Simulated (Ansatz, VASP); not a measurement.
**Two plane-wave programs on ZnS**

```xyz
8
Lattice="3.8455 0.0000 0.0000 -1.9227 3.3303 0.0000 0.0000 0.0000 12.6107" Properties=species:S:1:pos:R:3 pbc="T T T"
Zn    0.0000    2.2202    0.0329
Zn    0.0000    2.2202    6.3382
Zn    1.8344    1.0217    3.1856
Zn    2.0111    1.1985    9.4909
S    -0.0789    2.1413    2.3946
S     0.0789    2.2991    8.7000
S     1.9181    1.1055    5.5473
S     1.9274    1.1147   11.8526
```

Change from the starting cell: mode 4 (56.2 1/cm) frozen in, largest displacement +0.125 Å.

Alike in both runs: task single point; functional PBE; k mesh 12 × 12 × 2; occupations gaussian, width 0.05 eV; no spin polarisation.

```csv
,VASP,Ansatz
version,VASP 6.6.1,Ansatz 0.2.0
potentials or method,"VASP PAW PBE potentials, release 64 (Zn, S), cutoff 520 eV","scalar-relativistic, plane waves, PAW"
valence electrons in the cell,72,72
```

|  | VASP | Ansatz | Ansatz less VASP |
| --- | --- | --- | --- |
| gap on the k mesh at the Fermi level (eV) | 2.07 | 2.07 | -0.003 |
| least direct gap on the mesh (eV) | 2.07 | 2.07 | -0.003 |
| pressure (GPa) | 0.1 | 0.0 | -0.14 |
| rms of the force components (eV/Å) | 0.030 | 0.030 | +0.0001 |

Atom by atom the forces differ by 0.001 eV/Å (rms over components). The functional is the same, so the differences come from potentials, cutoffs and numerics.
